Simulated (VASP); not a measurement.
Input of a VASP 6.6.1 run:

The input INCAR:

```
SYSTEM = InSe
PREC = Accurate
ENCUT = 520
EDIFF = 1E-6
ISMEAR = -1
SIGMA = 0.01
LREAL = .FALSE.
LASPH = .TRUE.
NELM = 80
ALGO = Normal
ISIF = 2
LWAVE = .FALSE.
LCHARG = .FALSE.
GGA = PE
NBANDS = 27
```

KPOINTS

```
Automatic mesh
0
G
  7 7 7
  0 0 0
```

Contents of POSCAR:

```
InSe
1.0
    1.9999996503      1.1547003365      8.3998367000
   -1.9999996503      1.1547003365      8.3998367000
    0.0000000000     -2.3094006730      8.3998367000
In Se
2 2
Direct
    0.0000000000      0.0000000000      0.0000000000
    0.1122000000      0.1122000000      0.1122000000
    0.6155000000      0.6155000000      0.6155000000
    0.8300000000      0.8300000000      0.8300000000
```

Potentials or basis: VASP PAW PBE potentials, release 64 (In_d, Se).

Run with:

```console
$ cat potpaw_PBE.64/In_d/POTCAR potpaw_PBE.64/Se/POTCAR > POTCAR
$ mpirun -np 1 vasp_std > vasp.out
```

Predict the largest force.

0.277 eV/Å.

Estimate the pressure.

2.4 GPa.

Stress tensor (GPa, compression positive):
```
2.84 0.00 0.00
0.00 2.84 0.00
0.00 0.00 1.53
```

Caveat: the cell differs from its parent crystal (zz strain of +1 %).
